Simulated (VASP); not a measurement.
Runs of VASP 6.6.1 on Sb. The structure is that of space group Pm-3m (No. 221), or close to it. The cells are those of the table. 

| task | cell | k mesh | cutoff (eV) | smearing | gap on the mesh (eV) | pressure (GPa) | relaxed volume (Å³/atom) |
| --- | --- | --- | --- | --- | --- | --- | --- |
| single point | a = 3.083 Å, 1 atom | 6 × 6 × 6 | 520 | gaussian 0.1 eV | none | -0.8 | - |
| single point | a = 3.062 Å, 1 atom | 14 × 14 × 14 | 520 | gaussian 0.1 eV | none | 0.1 | - |
| relaxation of cell and atoms | relaxed from a = 3.062 Å, 1 atom | 14 × 14 × 14 | 600 | fermi-dirac 0.15 eV | none | 0.0 | (a) |
| single point | a = 3.063 Å, 1 atom | 14 × 14 × 14 | 520 | fermi-dirac 0.15 eV | none | 0.1 | - |
| relaxation of cell and atoms | relaxed from a = 3.083 Å, 1 atom | 14 × 14 × 14 | 600 | gaussian 0.1 eV | none | 0.0 | 28.75 |

Alike in all rows: level PBEsol; potentials or basis VASP PAW PBE potentials, release 64 (Sb); no spin polarisation.

Estimate the missing entries.

(a) 28.78.

Caveats: the PAW data sets were made with another functional, which shifts forces and pressure a little; spin-orbit coupling is left out, which moves the levels of the heavy elements.

A k mesh can miss the band edges, and the runs leave out spin-orbit coupling on Sb.

A gap of «none» marks levels without a gap at the run's occupations.
